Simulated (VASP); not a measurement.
# ZrIn (P4/mmm) in VASP: further runs

ZrIn is run at these levels: LDA; tasks: single point.

All numbers are computed with VASP 6.6.1; they aren't measurements. Logs are shortened: lines on timing, memory, paths and dates and some standing lists are left out, and cuts for length are marked.

### 1 The cell of the first run

The structure is tetragonal, space group P4/mmm (No. 123). Conventional cell: a = 3.087 Å, b = 3.087 Å, c = 4.379 Å, α = 90.00°, β = 90.00°, γ = 90.00°. Zr (site symmetry 4/mmm) has 4 Zr at 3.09 Å and 8 In at 3.09 Å within 4.1 Å. Within 4.1 Å of In (site symmetry 4/mmm) lie 4 In at 3.09 Å and 8 Zr at 3.09 Å.

### 2 Single point, LDA

Input file INCAR:

```
SYSTEM = ZrIn
PREC = Accurate
ENCUT = 520
EDIFF = 1E-7
ISMEAR = 1
SIGMA = 0.1
LREAL = .FALSE.
LASPH = .TRUE.
NELM = 100
ALGO = Normal
ISIF = 2
LWAVE = .FALSE.
LCHARG = .FALSE.
NBANDS = 20
```

Input file KPOINTS:

```
regular mesh
0
G
  7 7 5
  0 0 0
```

Input file POSCAR:

```
ZrIn
1.0
    3.0874073755      0.0000000000      0.0000000000
    0.0000000000      3.0874073755      0.0000000000
    0.0000000000      0.0000000000      4.3785931757
Zr In
1 1
Direct
    0.0000000000      0.0000000000      0.0000000000
    0.5000000000      0.5000000000      0.5000000000
```

Potentials or basis: VASP PAW LDA potentials, release 64 (Zr_sv, In_d).

On the command line:

```
> cat potpaw_LDA.64/Zr_sv/POTCAR potpaw_LDA.64/In_d/POTCAR > POTCAR
> mpirun -np 1 vasp_std > vasp.out
```

OUTCAR:

```text
SYSTEM = ZrIn
   PREC = Accurate
   ENCUT = 520
   EDIFF = 1E-7
   ISMEAR = 1
   LREAL = .FALSE.
   LASPH = .TRUE.
   NELM = 100
   ISIF = 2

 ion  position               nearest neighbor table
   1  0.000  0.000  0.000-   2 3.09   2 3.09   2 3.09   2 3.09   2 3.09   2 3.09   2 3.09   2 3.09

   2  0.500  0.500  0.500-   1 3.09   1 3.09   1 3.09   1 3.09   1 3.09   1 3.09   1 3.09   1 3.09

  LATTYP: Found a simple tetragonal cell.
 ALAT       =     3.0874073755
 C/A-ratio  =     1.4182103763

  Lattice vectors:

 A1 = (   3.0874073755,   0.0000000000,   0.0000000000)
 A2 = (   0.0000000000,   3.0874073755,   0.0000000000)
 A3 = (   0.0000000000,   0.0000000000,   4.3785931757)

Analysis of symmetry for initial positions (statically):
=====================================================================
 Subroutine PRICEL returns:
 Original cell was already a primitive cell.

 Routine SETGRP: Setting up the symmetry group for a
 simple tetragonal supercell.

 Subroutine GETGRP returns: Found 16 space group operations
 (whereof 16 operations were pure point group operations)
 out of a pool of 16 trial point group operations.

The static configuration has the point symmetry D_4h.

Analysis of symmetry for dynamics (positions and initial velocities):
=====================================================================
 Subroutine PRICEL returns:
 Original cell was already a primitive cell.

 Routine SETGRP: Setting up the symmetry group for a
 simple tetragonal supercell.

 Subroutine GETGRP returns: Found 16 space group operations
 (whereof 16 operations were pure point group operations)
 out of a pool of 16 trial point group operations.

The dynamic configuration has the point symmetry D_4h.

 Subroutine INISYM returns: Found 16 space group operations
 (whereof 16 operations are pure point group operations),
 and found     1 'primitive' translations

----------------------------------------------------------------------------------------

                                     Primitive cell

  volume of cell :      41.7371

  direct lattice vectors                    reciprocal lattice vectors
     3.087407376  0.000000000  0.000000000     0.323896357  0.000000000  0.000000000
     0.000000000  3.087407376  0.000000000     0.000000000  0.323896357  0.000000000
     0.000000000  0.000000000  4.378593176     0.000000000  0.000000000  0.228383858

  length of vectors
     3.087407376  3.087407376  4.378593176     0.323896357  0.323896357  0.228383858

  position of ions in fractional coordinates (direct lattice)
     0.000000000  0.000000000  0.000000000
     0.500000000  0.500000000  0.500000000

  ion indices of the primitive-cell ions
   primitive index   ion index
                 1           1
                 2           2

----------------------------------------------------------------------------------------

 KPOINTS: regular mesh

Automatic generation of k-mesh.
 Grid dimensions read from file:
 generate k-points for:    7    7    5

 Generating k-lattice:

  Cartesian coordinates                     Fractional coordinates (reciprocal lattice)
     0.046270908  0.000000000  0.000000000     0.142857143  0.000000000  0.000000000
     0.000000000  0.046270908  0.000000000     0.000000000  0.142857143  0.000000000
     0.000000000  0.000000000  0.045676772     0.000000000  0.000000000  0.200000000

  Length of vectors
     0.046270908  0.046270908  0.045676772

  Shift w.r.t. Gamma in fractional coordinates (k-lattice)
     0.000000000  0.000000000  0.000000000

 Subroutine IBZKPT returns following result:
 ===========================================

 Found     30 irreducible k-points:

 Following reciprocal coordinates:
            Coordinates               Weight
  0.000000  0.000000  0.000000      1.000000
  0.142857  0.000000  0.000000      4.000000
  0.285714  0.000000  0.000000      4.000000
  0.428571  0.000000  0.000000      4.000000
  0.142857  0.142857  0.000000      4.000000
  0.285714  0.142857  0.000000      8.000000
[... 16 lines left out ...]
  0.285714  0.000000  0.400000      8.000000
  0.428571  0.000000  0.400000      8.000000
 [... further k-points ...]
   k-points           NKPTS =     30   k-points in BZ     NKDIM =     30   number of bands    NBANDS=     20
   number of dos      NEDOS =    301   number of ions     NIONS =      2
   total plane-waves  NPLWV =  20736
   dimension x,y,z NGX =    24 NGY =   24 NGZ =   36
   dimension x,y,z NGXF=    48 NGYF=   48 NGZF=   72
   ions per type =               1   1
   NGX,Y,Z   is equivalent  to a cutoff of  12.92, 12.92, 13.67 a.u.
   NGXF,Y,Z  is equivalent  to a cutoff of  25.85, 25.85, 27.34 a.u.
 SYSTEM =  ZrIn
   PREC   = accura    normal or accurate (medium, high low for compatibility)
   ISTART =      0    job   : 0-new  1-cont  2-samecut
   ICHARG =      2    charge: 1-file 2-atom 10-const
   ISPIN  =      1    spin polarized calculation?
   LNONCOLLINEAR =      F non collinear calculations
   LSORBIT =      F    spin-orbit coupling
   LASPH  =      T    aspherical Exc in radial PAW
   ENCUT  =  520.0 eV  38.22 Ry    6.18 a.u.   5.74  5.74  8.14*2*pi/ulx,y,z
   NELM   =    100;   NELMIN=  2; NELMDL= -5     # of ELM steps
   EDIFF  = 0.1E-06   stopping-criterion for ELM
   LREAL  =      F    real-space projection
   EDIFFG = 0.1E-05   stopping-criterion for IOM
   NSW    =      0    number of steps for IOM
   IBRION =     -1    ionic relax: 0-MD 1-quasi-New 2-CG
   NFREE  =      0    steps in history (QN), initial steepest desc. (CG)
   ISIF   =      2    stress and relaxation
   ISYM   =      2    0-nonsym 1-usesym 2-fastsym
   POTIM  = 0.5000    time-step for ionic-motion
   TEBEG  =    0.0;   TEEND  =   0.0 temperature during run
   PSTRESS=    0.0 pullay stress
   NELECT =      25.0000    total number of electrons
   NUPDOWN=      -1.0000    fix difference up-down
   EMIN   =  10.00;   EMAX   =-10.00  energy-range for DOS
   EFERMI =   0.00;   METHOD = LEGACY
   ISMEAR =     1;   SIGMA  =   0.10  broadening in eV -4-tet -1-fermi 0-gaus
   EFERMI_NEDOS =   21; number of points for ismear=-14 and -15
   IALGO  =     38    algorithm
   IMIX   =      4    mixing-type and parameters
     AMIX     =   0.40;   BMIX     =  1.00
     AMIX_MAG =   1.60;   BMIX_MAG =  1.00
  volume/ion in A,a.u.               =      20.87       140.83
  Fermi-wavevector in a.u.,A,eV,Ry     =   1.380005  2.607831 25.911125  1.904414
  Thomas-Fermi vector in A             =   2.504922
   LORBIT       =      0    0 simple, 1 ext, 2 COOP (PROOUT), +10 PAW based schemes
   GGA     = CA    functional components
   LHFCALC =     F    Hartree Fock is set to
   AEXX    =    0.0000 exact exchange contribution
   IVDW    =     0    specifies the selected vdW correction
   LEPSILON=     F    determine dielectric tensor
   LRPA    =     F    only Hartree local field effects (RPA)
 non-spin polarized calculation
 Methfessel and Paxton  Order N= 1 SIGMA  =   0.10
  energy-cutoff  :      520.00
  volume of cell :       41.74
 maximum number of plane-waves:      1133
 NGX is ok and might be reduce to    24
   NGX = 11   NGY = 11   NGZ = 17

 number of electron      24.9999989 magnetization

 Free energy of the ion-electron system (eV)
  ---------------------------------------------------
  ext. energy  EPLUGINS =         0.00000000
  ---------------------------------------------------
  free energy    TOTEN  =       -13.33703573 eV

  energy without entropy =      -13.33229752  energy(sigma->0) =      -13.33545632

 E-fermi :   9.8393     XC(G=0): -11.7421

 val. band max:        9.8216265566   @ k =   0.4286   0.1429   0.4000
 cond. band min:       9.8481224178   @ k =   0.4286   0.2857   0.0000
 fundamental gap:      0.0264958612
 Fermi energy:         9.8393148116

 k-point     1 :       0.0000    0.0000    0.0000
  band No.  band energies     occupation
      1     -38.5723      2.00000
      2     -16.9214      2.00000
      3     -16.3502      2.00000
      4     -16.3502      2.00000
      5      -4.8115      2.00000
      6      -4.5262      2.00000
[... 12 lines left out ...]
     19      17.0543      0.00000
     20      21.4198      0.00000

 k-point     2 :       0.1429    0.0000    0.0000
  band No.  band energies     occupation
      1     -38.5582      2.00000
      2     -16.9054      2.00000
      3     -16.4981      2.00000
      4     -16.3377      2.00000
      5      -4.7462      2.00000
      6      -4.4737      2.00000
[... 12 lines left out ...]
     19      17.5521      0.00000
     20      22.0628      0.00000

 k-point     3 :       0.2857    0.0000    0.0000
  band No.  band energies     occupation
      1     -38.5264      2.00000
      2     -16.8694      2.00000
      3     -16.8181      2.00000
      4     -16.3095      2.00000
      5      -4.6530      2.00000
      6      -4.3844      2.00000
[... 12 lines left out ...]
     19      19.1694      0.00000
     20      20.5870      0.00000

 k-point     4 :       0.4286    0.0000    0.0000
  band No.  band energies     occupation
      1     -38.5006      2.00000
      2     -17.0637      2.00000
      3     -16.8402      2.00000
      4     -16.2867      2.00000
      5      -4.6096      2.00000
      6      -4.4538      2.00000
[... 12 lines left out ...]
     19      19.8549      0.00000
     20      20.2622      0.00000

 k-point     5 :       0.1429    0.1429    0.0000
  band No.  band energies     occupation
      1     -38.5442      2.00000
      2     -16.8892      2.00000
      3     -16.4921      2.00000
      4     -16.4753      2.00000
      5      -4.6622      2.00000
      6      -4.4419      2.00000
[... 12 lines left out ...]
     19      18.3525      0.00000
     20      22.7233      0.00000
[... 353 lines left out ...]
      6      -4.4852      2.00000
[... 12 lines left out ...]
     19      19.8403      0.00000
     20      19.8403      0.00000

 k-point    22 :       0.1429    0.0000    0.4000
  band No.  band energies     occupation
      1     -38.5573      2.00000
      2     -16.9395      2.00000
      3     -16.4968      2.00000
      4     -16.3382      2.00000
      5      -4.7419      2.00000
      6      -4.4369      2.00000
[... 12 lines left out ...]
     19      20.0568      0.00000
     20      20.1801      0.00000

 k-point    23 :       0.2857    0.0000    0.4000
  band No.  band energies     occupation
      1     -38.5256      2.00000
      2     -16.8945      2.00000
      3     -16.8121      2.00000
      4     -16.3086      2.00000
      5      -4.6475      2.00000
      6      -4.4256      2.00000
[... 12 lines left out ...]
     19      20.2586      0.00000
     20      20.3053      0.00000

 k-point    24 :       0.4286    0.0000    0.4000
  band No.  band energies     occupation
      1     -38.5000      2.00000
      2     -17.0546      2.00000
      3     -16.8578      2.00000
      4     -16.2847      2.00000
      5      -4.6037      2.00000
      6      -4.5235      2.00000
[... 12 lines left out ...]
     19      20.1832      0.00000
     20      20.7128      0.00000

 [... further k-points ...]
[... 5 lines left out ...]
  --------------------------------------------------------------------------------------
  -------------------------------------------------------------------------------------
  Total       -0.2314564     -0.2314564     -0.3393300      0.0000000      0.0000000      0.0000000
  in kB       -8.8849979     -8.8849979    -13.0259802      0.0000000      0.0000000      0.0000000
  external PRESSURE =     -10.2653253 kB  Pullay stress =       0.0000000 kB

 VOLUME and BASIS-vectors are now :
 -----------------------------------------------------------------------------
  energy-cutoff  :      520.00
  volume of cell :       41.74
      direct lattice vectors                 reciprocal lattice vectors
     3.087407376  0.000000000  0.000000000     0.323896357  0.000000000  0.000000000
     0.000000000  3.087407376  0.000000000     0.000000000  0.323896357  0.000000000
     0.000000000  0.000000000  4.378593176     0.000000000  0.000000000  0.228383858

 POSITION                                       TOTAL-FORCE (eV/Angst)
 -----------------------------------------------------------------------------------
      0.00000      0.00000      0.00000         0.000000      0.000000      0.000000
      1.54370      1.54370      2.18930         0.000000      0.000000      0.000000
 -----------------------------------------------------------------------------------
    total drift:                                0.000000      0.000000     -0.000000

  FREE ENERGIE OF THE ION-ELECTRON SYSTEM (eV)
  ---------------------------------------------------
  free  energy   TOTEN  =       -13.3370357260 eV

  energy  without entropy=      -13.3322975166  energy(sigma->0) =      -13.33545632
```

Run time: 7.9 s. Hardware: 1 thread of Intel Xeon 6975P-C (Granite Rapids), shared host; peak memory 0.15 GiB.

What came out:

```
Free energy : -13.3370 eV
Pressure    : -1.0 GPa
```

Caveat: spin-orbit coupling is left out, which moves the levels of the heavy elements.

### 3 Single point, LDA

This run uses another cell than the first one, of 21.53 Å³/atom, 1.032 times its volume.

Input file INCAR:

```
PREC = Accurate ; ENCUT = 520
EDIFF = 1E-7 ; ISMEAR = 1
SIGMA = 0.1 ; LREAL = F
LASPH = T ; NELM = 80
ALGO = Normal ; ISIF = 2
LWAVE = F ; LCHARG = F
GGA = CA ; NBANDS = 20
```

Input file KPOINTS:

```
Automatic mesh
0
Gamma
  7 7 5
```

Input file POSCAR:

```
ZrIn
1.0
    3.1195701837      0.0000000000      0.0000000000
    0.0000000000      3.1195701837      0.0000000000
    0.0000000000      0.0000000000      4.4242068040
Zr In
1 1
Direct
    0.0000000000      0.0000000000      0.0000000000
    0.5000000000      0.5000000000      0.5000000000
```

Potentials or basis: VASP PAW LDA potentials, release 64 (Zr_sv, In_d).

On the command line:

```
> cat potpaw_LDA.64/Zr_sv/POTCAR potpaw_LDA.64/In_d/POTCAR > POTCAR
> mpirun -np 1 vasp_std > vasp.out
```

Run time: 8.5 s. Hardware: 1 thread of Intel Xeon 6975P-C (Granite Rapids), shared host; peak memory 0.14 GiB.

The run converged. Its results:

```
Free energy : -13.3162 eV
Pressure    : -4.1 GPa
```

Stress tensor (GPa, compression positive):
```
-3.91  0.00  0.00
 0.00 -3.91  0.00
 0.00  0.00 -4.52
```

Levels at points of the mesh, in eV from the Fermi level:
| k point | band 10 | band 11 | band 12 | band 13 | band 14 | band 15 | band 16 | band 17 |
| --- | --- | --- | --- | --- | --- | --- | --- | --- |
| (0.00, 0.00, 0.00) | -8.94 | -1.65 | -1.03 | -0.16 | 2.97 | 2.97 | 4.47 | 6.59 |

Caveat: spin-orbit coupling is left out, which moves the levels of the heavy elements.

### 4 Single point, LDA

This run uses another cell than the first one, of 22.19 Å³/atom, 1.063 times its volume.

Input file INCAR:

```
SYSTEM = ZrIn
  ALGO = Normal
  EDIFF = 1E-7
  ENCUT = 520
  ISIF = 2
  ISMEAR = 1
  LASPH = .True.
  LCHARG = .False.
  LREAL = .False.
  LWAVE = .False.
  NBANDS = 20
  NELM = 80
  PREC = Accurate
  SIGMA = 0.1
```

Input file KPOINTS:

```
k-points
0
Gamma
  7 7 5
  0 0 0
```

Input file POSCAR:

```
ZrIn
1.0
    3.1510831265      0.0000000000      0.0000000000
    0.0000000000      3.1510831265      0.0000000000
    0.0000000000      0.0000000000      4.4688987864
Zr In
1 1
Direct
    0.0000000000      0.0000000000      0.0000000000
    0.5000000000      0.5000000000      0.5000000000
```

On the command line:

```
> cat potpaw_LDA.64/Zr_sv/POTCAR potpaw_LDA.64/In_d/POTCAR > POTCAR
> mpirun -np 1 vasp_std > vasp.out
```

Run time: 9.1 s. Hardware: 1 thread of Intel Xeon 6975P-C (Granite Rapids), shared host; peak memory 0.14 GiB.

The run converged. Its results:

| Item | Value |
| --- | --- |
| Free energy | -13.2720 eV |
| Pressure | -6.7 GPa |

Stress tensor (GPa, compression positive):
```
-6.46  0.00  0.00
 0.00 -6.46  0.00
 0.00  0.00 -7.24
```

Levels at points of the mesh, in eV from the Fermi level:
```
           k point  band 9  band 10  band 11  band 12  band 13  band 14  band 15  band 16  band 17  band 18
(0.00, 0.00, 0.00)  -13.97    -8.79    -1.62    -0.99    -0.19     2.86     2.86     4.31     6.44     6.44
```

Caveat: spin-orbit coupling is left out, which moves the levels of the heavy elements.

### 5 Summary

| cell | gap on the mesh (eV) | pressure (GPa) |
| --- | --- | --- |
| a = 3.087, b = 3.087, c = 4.379 Å, 2 atoms | none | -1.0 |
| a = 3.120, b = 3.120, c = 4.424 Å, 2 atoms | none | -4.1 |
| a = 3.151, b = 3.151, c = 4.469 Å, 2 atoms | none | -6.7 |

Alike in all rows: task single point; level LDA; potentials or basis VASP PAW LDA potentials, release 64 (Zr_sv, In_d); no spin polarisation; k mesh 7 × 7 × 5; cutoff (eV) 520; smearing methfessel-paxton 0.1 eV.

Caveats: spin-orbit coupling is left out, which moves the levels of the heavy elements.

Total energies depend on the potentials used, so only differences within one code and one set of settings carry meaning.
